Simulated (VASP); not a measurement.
Here is a VASP 6.6.1 calculation.

Contents of INCAR:

```
SYSTEM = In3Se
PREC = Accurate
ENCUT = 520
EDIFF = 1E-7
ISMEAR = -1
SIGMA = 0.05
LREAL = .FALSE.
LASPH = .TRUE.
NELM = 80
ALGO = Normal
ISIF = 2
LWAVE = .FALSE.
LCHARG = .FALSE.
GGA = PS
NBANDS = 30
```

KPOINTS

```
regular mesh
0
G
  6 6 6
  0 0 0
```

Contents of POSCAR:

```
In3Se
1.0
    4.5321056949      0.0000000000      0.0000000000
    0.0000000000      4.5321056949      0.0000000000
    0.0000000000      0.0000000000      4.5321056949
In Se
3 1
Direct
    0.5000000000      0.5000000000      0.0000000000
    0.5000000000      0.0000000000      0.5000000000
    0.0000000000      0.5000000000      0.5000000000
    0.0000000000      0.0000000000      0.0000000000
```

Potentials or basis: VASP PAW PBE potentials, release 64 (In_d, Se).

Run with:

```sh
$ cat potpaw_PBE.64/In_d/POTCAR potpaw_PBE.64/Se/POTCAR > POTCAR
$ mpirun -np 1 vasp_std > vasp.out
```

Predict the band gap on the k mesh.

zero (an odd number of electrons rules out a gap without spin polarisation).

Predict the pressure.

5.0 GPa.

Caveat: the cell stands under pressure; the PAW data sets were made with another functional, which shifts forces and pressure a little; spin-orbit coupling is left out, which moves the levels of the heavy elements.
